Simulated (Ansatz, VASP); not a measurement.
**One calculation of W, two programs**

File POSCAR:

```
W
1.0
   -1.5959048000      1.5959048000      1.5959048000
    1.5959048000     -1.5959048000      1.5959048000
    1.5959048000      1.5959048000     -1.5959048000
W
1
Direct
    0.0000000000      0.0000000000      0.0000000000
```

Contents of INCAR.step1:

```
ALGO = Normal
EDIFF = 1E-5
ENCUT = 550
GGA = PE
GGA_COMPAT = False
ISMEAR = -1
LASPH = True
LCHARG = False
LREAL = False
LWAVE = True
NBANDS = 13
NELM = 120
PREC = Accurate
SIGMA = 0.1
```

The input INCAR.step2:

```
ALGO = Normal
EDIFF = 1E-6
ENCUT = 550
GGA_COMPAT = False
ISIF = 2
ISMEAR = -1
ISTART = 1
LASPH = True
LCHARG = False
LMIXTAU = True
LREAL = False
LWAVE = False
METAGGA = R2SCAN
NBANDS = 13
NELM = 120
PREC = Accurate
SIGMA = 0.1
```

File KPOINTS:

```
k-points
0
Gamma
  8 8 8
```

Input for Ansatz:

```yaml
crystal:
  lattice:
    - [-1.5959048, 1.5959048, 1.5959048]
    - [1.5959048, -1.5959048, 1.5959048]
    - [1.5959048, 1.5959048, -1.5959048]
  atoms:
    - { symbol: W, position: [0.0, 0.0, 0.0] }
  symmetry: { tolerance: 0.0003 }
kpoints:
  mp_grid: { grid: [8, 8, 8], shift: [0, 0, 0] }
magnetization:
  spin_polarized: false
scf:
  occupations: { method: fermi_dirac }
hamiltonian:
  pseudopotentials: { kind: paw }
  xc: r2scan
basis:
  ecutwfc: 500
output:
  forces: true
  stress: true
  eigenvalues: true
```

Alike in both runs: task single point; functional r2SCAN; k mesh 8 × 8 × 8; no spin polarisation.

|  | VASP | Ansatz |
| --- | --- | --- |
| version | VASP 6.6.1 | Ansatz 0.2.0 |
| potentials or method | VASP PAW PBE potentials, release 64 (W_sv), cutoff 550 eV | PAW plane waves |
| occupations | fermi-dirac, width 0.1 eV | fermi-dirac |
| valence electrons in the cell | 14 | 14 |

VASP gave:

* gap on the k mesh at the Fermi level (eV): none
* pressure (GPa): -5.4

Problem. What did Ansatz give for the same quantities?

Solution. gap on the k mesh at the Fermi level (eV): none; pressure (GPa): -6.5.

VASP's potentials were made for PBE, not for r2SCAN. A gap of «none» marks a metal or a gap that the smearing closes.

Neither program's run includes spin-orbit coupling.
